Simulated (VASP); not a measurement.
Input of a VASP 6.6.1 run:

The input INCAR:

```
SYSTEM = Ga27P26
PREC     = Accurate       ! precision mode
ENCUT    = 400            ! plane-wave cutoff, eV
EDIFF    = 1E-6           ! SCF threshold, eV
ISMEAR   = 0              ! smearing method
SIGMA    = 0.05           ! smearing width, eV
LREAL    = Auto         
LASPH    = .TRUE.         ! aspherical terms in the spheres
NELM     = 200            ! most SCF steps
ALGO     = Normal         ! electronic algorithm
ISIF     = 2              ! what is computed and relaxed
LWAVE    = .FALSE.        ! write WAVECAR
LCHARG   = .FALSE.        ! write CHGCAR
ISPIN    = 2              ! spin polarisation
MAGMOM   = 0.05 0.05 0 0.04 0 0 0.01 0 0 0.04 0 0 0 0 0 0 0 0 0 0 0.01 0 0 0 0 0 0 0.03 0.03 0 0 0.03 0 0.03 0 0.03 0 0 0 0 0 0.02 0 0 0.03 0 0 0.02 0 0 0 0 0 ! initial moments
LORBIT   = 11             ! projections on sites
GGA      = PE             ! functional
NBANDS   = 276            ! bands
GGA_COMPAT= .FALSE.
```

File KPOINTS:

```
Automatic mesh
0
G
  1 1 1
  0 0 0
```

Contents of POSCAR:

```
Ga27P26
1.0
    0.0000000000      8.1757500000      8.1757500000
    8.1757500000      0.0000000000      8.1757500000
    8.1757500000      8.1757500000      0.0000000000
Ga P
27 26
Direct
   -0.0013075946      0.0151194860     -0.0017012238
    0.0158789550     -0.0008479241      0.3195514800
   -0.0003666377     -0.0000727955      0.6665638674
   -0.0019185975      0.3232912753     -0.0020255675
    0.0009946426      0.3332547870      0.3300704288
   -0.0008509317      0.3371999834      0.6596109386
    0.0001136965      0.6667185902      0.0000657348
    0.0009661823      0.6694254911      0.3297019101
   -0.0003862357      0.6673132585      0.6666296016
    0.3219157586     -0.0015587711      0.0146364633
    0.3370629435     -0.0006537560      0.3372731569
    0.3329569520      0.0013170712      0.6689478990
    0.3299518475      0.3334603608      0.0007260217
    0.3334595312      0.3335018518      0.3331791677
    0.3331536287      0.3300351034      0.6690832176
    0.3296223966      0.6694609029      0.0006634534
    0.3369656115      0.6600984565      0.3372664130
    0.3338105584      0.6660569353      0.6675045102
    0.6667514734     -0.0001397549     -0.0005050243
    0.6693886012      0.0012624778      0.3329371040
    0.6663704802      0.0004309419      0.6661118247
    0.6600070449      0.3371165290     -0.0011598565
    0.6693736274      0.3297155061      0.3332683897
    0.6658532054      0.3340739717      0.6657522460
    0.6668136515      0.6673670616     -0.0005456798
    0.6675881945      0.6659926276      0.3338836881
    0.6657826257      0.6677671225      0.6656657916
    0.0882470502      0.0837169586      0.4148397560
    0.0833006527      0.0882325071      0.7462636843
    0.0799912862      0.4120985529      0.0800784233
    0.0837612762      0.4201432298      0.4097681892
    0.0833128027      0.4153291043      0.7465305019
    0.0797819913      0.7614120950      0.0797804946
    0.0880238066      0.7469527495      0.4148795614
    0.0833898033      0.7500406198      0.7499501613
    0.4146663631      0.0836762034      0.0881744742
    0.4200966156      0.0838481768      0.4195874938
    0.4117421952      0.0801113483      0.7613049987
    0.4101499613      0.4200526833      0.0833960666
    0.4199810315      0.4102433633      0.4196444513
    0.4157495703      0.4159399008      0.7506952375
    0.4146917646      0.7469827454      0.0880409285
    0.4179476818      0.7488674210      0.4179095933
    0.4156554705      0.7511517798      0.7506278055
    0.7466401898      0.0880313655      0.0831052640
    0.7616811175      0.0798945778      0.4118887216
    0.7497398439      0.0837199286      0.7496824939
    0.7466351781      0.4153835241      0.0832831835
    0.7508931977      0.4158700757      0.4157004928
    0.7487012340      0.4181186120      0.7484772402
    0.7499622422      0.7500038330      0.0834320905
    0.7508525570      0.7510942703      0.4155916218
    0.7497431086      0.7501609007      0.7496902149
```

Potentials or basis: VASP PAW PBE potentials, release 64 (Ga_d, P).

Command:

```bash
$ cat potpaw_PBE.64/Ga_d/POTCAR potpaw_PBE.64/P/POTCAR > POTCAR
$ mpirun -np 1 vasp_gam > vasp.out
```

(1) Predict the pressure.

(2) Predict the site moments.

(3) What does it give for the largest force?

Answers

(1) 3.1 GPa.

(2) Ga +0.08, +0.00, +0.07, -0.00, +0.02 (each value once); P +0.03, +0.00, +0.02, -0.00 (each value once) μB.

(3) 0.033 eV/Å.

Caveat: the k points lie up to 0.67 Å⁻¹ apart.
